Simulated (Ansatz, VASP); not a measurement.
## One calculation of MnHg, two programs

Contents of POSCAR:

```
MnHg
1.0
    3.3045690000      0.0000000000      0.0000000000
    0.0000000000      3.3045690000      0.0000000000
    0.0000000000      0.0000000000      3.3045690000
Mn Hg
1 1
Direct
    0.5000000000      0.5000000000      0.5000000000
    0.0000000000      0.0000000000      0.0000000000
```

Contents of INCAR.step1:

```
SYSTEM = MnHg
  ALGO = Normal
  EDIFF = 1E-5
  ENCUT = 550
  GGA = PE
  GGA_COMPAT = .False.
  ISMEAR = -1
  LASPH = .True.
  LCHARG = .False.
  LREAL = .False.
  LWAVE = .True.
  NBANDS = 20
  NELM = 120
  PREC = Accurate
  SIGMA = 0.1
```

Contents of INCAR.step2:

```
SYSTEM = MnHg
  ALGO = Normal
  EDIFF = 1E-6
  ENCUT = 550
  GGA_COMPAT = .False.
  ISIF = 2
  ISMEAR = -1
  ISTART = 1
  LASPH = .True.
  LCHARG = .False.
  LMIXTAU = .True.
  LREAL = .False.
  LWAVE = .False.
  METAGGA = R2SCAN
  NBANDS = 20
  NELM = 120
  PREC = Accurate
  SIGMA = 0.1
```

KPOINTS

```
k-points
0
Gamma
  10 10 10
  0 0 0
```

Input for Ansatz:

```yaml
crystal:
  lattice:
    - [3.304569, 0.0, 0.0]
    - [0.0, 3.304569, 0.0]
    - [0.0, 0.0, 3.304569]
  atoms:
    - { symbol: Mn, position: [0.5, 0.5, 0.5] }
    - { symbol: Hg, position: [0.0, 0.0, 0.0] }
  symmetry: { tolerance: 0.0003 }
kpoints:
  mp_grid: { grid: [10, 10, 10], shift: [0, 0, 0] }
  band_path:
    path:
      - [0.0, 0.0, 0.0]
      - [0.0, 0.5, 0.0]
      - [0.5, 0.5, 0.0]
      - [0.0, 0.0, 0.0]
      - [0.5, 0.5, 0.5]
      - [0.0, 0.5, 0.0]
      - [0.5, 0.5, 0.5]
      - [0.5, 0.5, 0.0]
    npoints: 8
magnetization:
  spin_polarized: false
scf:
  occupations: { method: fermi_dirac }
  lower_state_search: "off"
  max_iter: 200
hamiltonian:
  pseudopotentials: { kind: paw }
  xc: r2scan
basis:
  ecutwfc: 500
  fft_grid_basis: typed
output:
  forces: true
  stress: true
  eigenvalues: true
  bader: true
  populations: true
  elf: true
  write_potential: true
  volumetric_format: npy
  dos:
    e_range: [-12, 8]
    de: 0.05
    projected: { site_lists: { Hg: [Hg], Mn: [Mn] } }
checkpoint:
  read: saved_state
```

Alike in both runs: task single point; functional r2SCAN; k mesh 10 × 10 × 10; no spin polarisation.

|  | VASP | Ansatz |
| --- | --- | --- |
| version | VASP 6.6.1 | Ansatz 0.2.0 |
| potentials or method | VASP PAW PBE potentials, release 64 (Mn_pv, Hg), cutoff 550 eV | PAW plane waves |
| occupations | fermi-dirac, width 0.1 eV | fermi-dirac |
| valence electrons in the cell | 25 | 35 |

```tsv
	VASP	Ansatz	Ansatz less VASP
pressure (GPa)	-16.9	-17.8	-0.91
```

VASP's potentials were made for PBE, not for r2SCAN. VASP's potentials hold 25 valence electrons a cell and Ansatz's 35, so a difference there can come from the potentials and not from the codes.

Spin-orbit coupling is off throughout.
